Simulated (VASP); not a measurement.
Input of a VASP 6.6.1 run:

INCAR

```
SYSTEM = PrInBr4
  PREC = Accurate
  ENCUT = 500
  EDIFF = 1E-7
  ISMEAR = 0
  SIGMA = 0.15
  LREAL = .False.
  LASPH = .True.
  NELM = 200
  ALGO = Normal
  ISIF = 3
  LWAVE = .False.
  LCHARG = .False.
  GGA = PE
  IBRION = 2
  NSW = 36
  EDIFFG = -0.08
  GGA_COMPAT = .False.
  NELMIN = 4
  LMAXMIX = 6
```

The input KPOINTS:

```
Automatic mesh
0
Gamma
  3 3 3
  0 0 0
```

Contents of POSCAR:

```
PrInBr4
1.0
   -4.2821519000      4.2821519000      2.8176838400
    4.2821519000     -4.2821519000      2.8176838400
    4.2821519000      4.2821519000     -2.8176838400
Pr In Br
1 1 4
Direct
    0.5000000000      0.5000000000      0.0000000000
    0.0000000000      0.0000000000      0.0000000000
    0.0000000000      0.3168561300      0.3168561300
    0.0000000000      0.6831438700      0.6831438700
    0.3168561300      0.0000000000      0.3168561300
    0.6831438700      0.0000000000      0.6831438700
```

Potentials or basis: VASP PAW PBE potentials, release 64 (Pr_3, In_d, Br), 4f in core.

Launch:

```console
$ cat potpaw_PBE.64/Pr_3/POTCAR potpaw_PBE.64/In_d/POTCAR potpaw_PBE.64/Br/POTCAR > POTCAR
$ mpirun -np 1 vasp_std > vasp.out
```

(1) What does it give for the space group after relaxing (to 0.1 Å)?

(2) Estimate the relaxed volume.

(3) What does it give for the relaxed cell?

Results:

(1) I4/mmm (No. 139).

(2) 39.11 Å³/atom.

(3) a = 6.920 Å, b = 6.920 Å, c = 6.920 Å, α = 101.07°, β = 101.07°, γ = 128.02°.

Caveat: the k points lie up to 0.42 Å⁻¹ apart in the final cell.
